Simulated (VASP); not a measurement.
# MgIn2N2 (R-3m) in VASP: notebook, part 2 of 3

VASP 6.6.1. Earlier steps stand in the parts before.

### 3 Single point, PBE (14.08 Å³/atom)

This run uses another cell than the first one, of 14.08 Å³/atom.

Contents of INCAR:

```
SYSTEM = MgIn2N2
PREC = Accurate
ENCUT = 520
EDIFF = 1E-7
ISMEAR = 0
SIGMA = 0.01
LREAL = .FALSE.
LASPH = .TRUE.
NELM = 100
ALGO = Normal
ISIF = 2
LWAVE = .FALSE.
LCHARG = .FALSE.
GGA = PE
NBANDS = 27
```

Contents of KPOINTS:

```
regular mesh
0
G
  8 8 8
  0 0 0
```

Contents of POSCAR:

```
MgIn2N2
1.0
    1.6344146363      0.9436297302      7.6095297691
   -1.6344146363      0.9436297302      7.6095297691
    0.0000000000     -1.8872594605      7.6095297691
Mg In N
1 2 2
Direct
    0.0000000000      0.0000000000      0.0000000000
    0.4391377727      0.4391377727      0.4391377727
    0.5608622273      0.5608622273      0.5608622273
    0.2770880383      0.2770880383      0.2770880383
    0.7229119617      0.7229119617      0.7229119617
```

Potentials or basis: VASP PAW PBE potentials, release 64 (Mg, In_d, N).

Run with:

```console
$ cat potpaw_PBE.64/Mg/POTCAR potpaw_PBE.64/In_d/POTCAR potpaw_PBE.64/N/POTCAR > POTCAR
$ mpirun -np 1 vasp_std > vasp.out
```

OUTCAR:

```text
SYSTEM = MgIn2N2
   PREC = Accurate
   ENCUT = 520
   EDIFF = 1E-7
   ISMEAR = 0
   LREAL = .FALSE.
   LASPH = .TRUE.
   NELM = 100
   ISIF = 2
   GGA = PE

 ion  position               nearest neighbor table
   1  0.000  0.000  0.000-   5 2.28   5 2.28   4 2.28   4 2.28   5 2.28   4 2.28   2 3.07   3 3.07
                             2 3.07   3 3.07   2 3.07   3 3.07
   2  0.439  0.439  0.439-   5 2.20   5 2.20   5 2.20   3 2.78   1 3.07   1 3.07   1 3.07
   3  0.561  0.561  0.561-   4 2.20   4 2.20   4 2.20   2 2.78   1 3.07   1 3.07   1 3.07
   4  0.277  0.277  0.277-   3 2.20   3 2.20   3 2.20   1 2.28   1 2.28   1 2.28
   5  0.723  0.723  0.723-   2 2.20   2 2.20   2 2.20   1 2.28   1 2.28   1 2.28

  LATTYP: Found a trigonal (rhomboedric) cell.
 ALAT       =     7.8400696156
 COS(alpha) =     0.9130810156

  Lattice vectors:

 A1 = (   1.6344146363,   0.9436297302,   7.6095297691)
 A2 = (  -1.6344146363,   0.9436297302,   7.6095297691)
 A3 = (   0.0000000000,  -1.8872594605,   7.6095297691)

Analysis of symmetry for initial positions (statically):
=====================================================================
 Subroutine PRICEL returns:
[... 182 lines left out ...]
 fundamental gap:      0.4050340719
 Fermi energy:         7.3689228677

 k-point     1 :       0.0000    0.0000    0.0000
  band No.  band energies     occupation
      1      -7.6867      2.00000
      2      -7.2026      2.00000
      3      -6.8273      2.00000
      4      -6.6151      2.00000
      5      -6.6151      2.00000
      6      -6.5917      2.00000
[... 709 lines left out ...]
     26      16.5060      0.00000
     27      16.5892      0.00000

 [... further k-points ...]

------------------------ aborting loop because EDIFF is reached ----------------------------------------

  FORCE on cell =-STRESS in cart. coord.  units (eV):
  Direction    XX          YY          ZZ          XY          YZ          ZX
  --------------------------------------------------------------------------------------
  -------------------------------------------------------------------------------------
  Total        3.4744157      3.4744157      3.3423639      0.0000000     -0.0000000      0.0000000
  in kB       79.0531954     79.0531954     76.0486282      0.0000000     -0.0000000      0.0000000
  external PRESSURE =      78.0516730 kB  Pullay stress =       0.0000000 kB

 VOLUME and BASIS-vectors are now :
 -----------------------------------------------------------------------------
  energy-cutoff  :      520.00
  volume of cell :       70.42
      direct lattice vectors                 reciprocal lattice vectors
     1.634414636  0.943629730  7.609529769     0.305919923  0.176622950  0.043804722
    -1.634414636  0.943629730  7.609529769    -0.305919923  0.176622950  0.043804722
     0.000000000 -1.887259460  7.609529769     0.000000000 -0.353245900  0.043804722

 POSITION                                       TOTAL-FORCE (eV/Angst)
 -----------------------------------------------------------------------------------
      0.00000      0.00000      0.00000         0.000000      0.000000     -0.000000
      0.00000     -0.00000     10.02490        -0.000000     -0.000000      0.418637
      0.00000     -0.00000     12.80369        -0.000000      0.000000     -0.418637
      0.00000     -0.00000      6.32553        -0.000000     -0.000000      0.338845
      0.00000     -0.00000     16.50306        -0.000000      0.000000     -0.338845
 -----------------------------------------------------------------------------------
    total drift:                               -0.000000     -0.000000      0.000000

  FREE ENERGIE OF THE ION-ELECTRON SYSTEM (eV)
  ---------------------------------------------------
  free  energy   TOTEN  =       -24.0211341071 eV

  energy  without entropy=      -24.0211341071  energy(sigma->0) =      -24.02113411
```

Wall time 10 min (1 thread of Intel Xeon Platinum 8259CL at 2.50GHz (Skylake/Cascade Lake), shared host); peak memory 0.54 GiB.

What came out:

```yaml
Free_energy: -24.0211 eV
Pressure: 7.8 GPa
Largest_force: 0.419 eV/Å
Band_gap_on_the_k_mesh: 0.41 eV (least direct gap 0.44 eV)
```

Forces on the atoms (eV/Å):
```
Mg   0.000  0.000  0.000
In   0.000  0.000  0.419
In   0.000  0.000 -0.419
N    0.000  0.000  0.339
N    0.000  0.000 -0.339
```

Caveat: the cell stands under pressure; spin-orbit coupling is left out, which moves the levels of the heavy elements.

### 4 Single point, PBE (14.53 Å³/atom)

This run uses another cell than the first one, of 14.53 Å³/atom.

Contents of INCAR:

```
PREC = Accurate
ENCUT = 520
EDIFF = 1E-6
ISMEAR = 0
SIGMA = 0.01
LREAL = F
LASPH = T
NELM = 80
ALGO = Normal
ISIF = 2
LWAVE = F
LCHARG = F
GGA = PE
NBANDS = 27
```

Contents of KPOINTS:

```
Automatic mesh
0
Gamma
  8 8 8
```

Edit POSCAR of step 3 so:

```diff
@@ -2,5 +2,5 @@
 1.0
-    1.6344146363      0.9436297302      7.6095297691
-   -1.6344146363      0.9436297302      7.6095297691
-    0.0000000000     -1.8872594605      7.6095297691
+    1.6516202653      0.9535634048      7.6896359692
+   -1.6516202653      0.9535634048      7.6896359692
+    0.0000000000     -1.9071268095      7.6896359692
 Mg In N
```

Potentials or basis: VASP PAW PBE potentials, release 64 (Mg, In_d, N).

Run with:

```console
$ cat potpaw_PBE.64/Mg/POTCAR potpaw_PBE.64/In_d/POTCAR potpaw_PBE.64/N/POTCAR > POTCAR
$ mpirun -np 1 vasp_std > vasp.out
```

OUTCAR:

```text
PREC = Accurate
   ENCUT = 520
   EDIFF = 1E-6
   ISMEAR = 0
   LREAL = F
   LASPH = T
   NELM = 80
   ISIF = 2
   GGA = PE

 ion  position               nearest neighbor table
   1  0.000  0.000  0.000-   5 2.31   4 2.31   5 2.31   5 2.31   4 2.31   4 2.31   2 3.10   3 3.10
                             2 3.10   3 3.10   2 3.10   3 3.10
   2  0.439  0.439  0.439-   5 2.22   5 2.22   5 2.22   3 2.81   1 3.10   1 3.10   1 3.10
   3  0.561  0.561  0.561-   4 2.22   4 2.22   4 2.22   2 2.81   1 3.10   1 3.10   1 3.10
   4  0.277  0.277  0.277-   3 2.22   3 2.22   3 2.22   1 2.31   1 2.31   1 2.31
   5  0.723  0.723  0.723-   2 2.22   2 2.22   2 2.22   1 2.31   1 2.31   1 2.31

  LATTYP: Found a trigonal (rhomboedric) cell.
 ALAT       =     7.9226027293
 COS(alpha) =     0.9130810156

  Lattice vectors:

 A1 = (   1.6516202653,   0.9535634048,   7.6896359692)
 A2 = (  -1.6516202653,   0.9535634048,   7.6896359692)
 A3 = (   0.0000000000,  -1.9071268095,   7.6896359692)

Analysis of symmetry for initial positions (statically):
=====================================================================
 Subroutine PRICEL returns:
[... 180 lines left out ...]
 cond. band min:       7.1801150999   @ k =   0.5000   0.5000   0.5000
 fundamental gap:      0.2625780915
 Fermi energy:         7.0262278495

 k-point     1 :       0.0000    0.0000    0.0000
  band No.  band energies     occupation
      1      -7.8319      2.00000
      2      -7.3908      2.00000
      3      -7.1215      2.00000
      4      -6.9364      2.00000
      5      -6.9364      2.00000
      6      -6.9145      2.00000
[... 709 lines left out ...]
     26      15.9349      0.00000
     27      16.1088      0.00000

 [... further k-points ...]

------------------------ aborting loop because EDIFF is reached ----------------------------------------

  FORCE on cell =-STRESS in cart. coord.  units (eV):
  Direction    XX          YY          ZZ          XY          YZ          ZX
  --------------------------------------------------------------------------------------
  -------------------------------------------------------------------------------------
  Total        1.6261638      1.6261638      1.5425768      0.0000000      0.0000000      0.0000000
  in kB       35.8556887     35.8556887     34.0126584      0.0000000      0.0000000      0.0000000
  external PRESSURE =      35.2413453 kB  Pullay stress =       0.0000000 kB

 VOLUME and BASIS-vectors are now :
 -----------------------------------------------------------------------------
  energy-cutoff  :      520.00
  volume of cell :       72.66
      direct lattice vectors                 reciprocal lattice vectors
     1.651620265  0.953563405  7.689635969     0.302733026  0.174782994  0.043348389
    -1.651620265  0.953563405  7.689635969    -0.302733026  0.174782994  0.043348389
     0.000000000 -1.907126810  7.689635969     0.000000000 -0.349565988  0.043348389

 POSITION                                       TOTAL-FORCE (eV/Angst)
 -----------------------------------------------------------------------------------
      0.00000      0.00000      0.00000         0.000000     -0.000000      0.000000
      0.00000      0.00000     10.13043        -0.000000      0.000000      0.200933
      0.00000      0.00000     12.93848        -0.000000     -0.000000     -0.200933
      0.00000      0.00000      6.39212        -0.000000      0.000000      0.176257
      0.00000      0.00000     16.67679        -0.000000     -0.000000     -0.176257
 -----------------------------------------------------------------------------------
    total drift:                               -0.000000     -0.000000      0.000000

  FREE ENERGIE OF THE ION-ELECTRON SYSTEM (eV)
  ---------------------------------------------------
  free  energy   TOTEN  =       -24.1011715884 eV

  energy  without entropy=      -24.1011715884  energy(sigma->0) =      -24.10117159
```

stdout:

```text
POSCAR found type information on POSCAR MgInN
 POSCAR found :  3 types and       5 ions
 scaLAPACK will be used
 LDA part: xc-table for (Slater+PW92), standard interpolation
 POSCAR, INCAR and KPOINTS ok, starting setup
 FFT: planning ... GRIDC
 FFT: planning ... GRID_SOFT
 FFT: planning ... GRID
 WAVECAR not read
 entering main loop
```

Run time: 9.7 min. Hardware: 1 thread of Intel Xeon Platinum 8259CL at 2.50GHz (Skylake/Cascade Lake), shared host; peak memory 0.55 GiB.

Results:

```yaml
Free_energy: -24.1012 eV
Pressure: 3.5 GPa
Largest_force: 0.201 eV/Å
Band_gap_on_the_k_mesh: 0.26 eV (least direct gap 0.30 eV)
```

Forces in eV/Å, atoms in the order of the input:
```
Mg   0.000  0.000  0.000
In   0.000  0.000  0.201
In   0.000  0.000 -0.201
N    0.000  0.000  0.176
N    0.000  0.000 -0.176
```

Caveat: the cell stands under pressure; spin-orbit coupling is left out, which moves the levels of the heavy elements.

(Continued in part 3 of 3.)
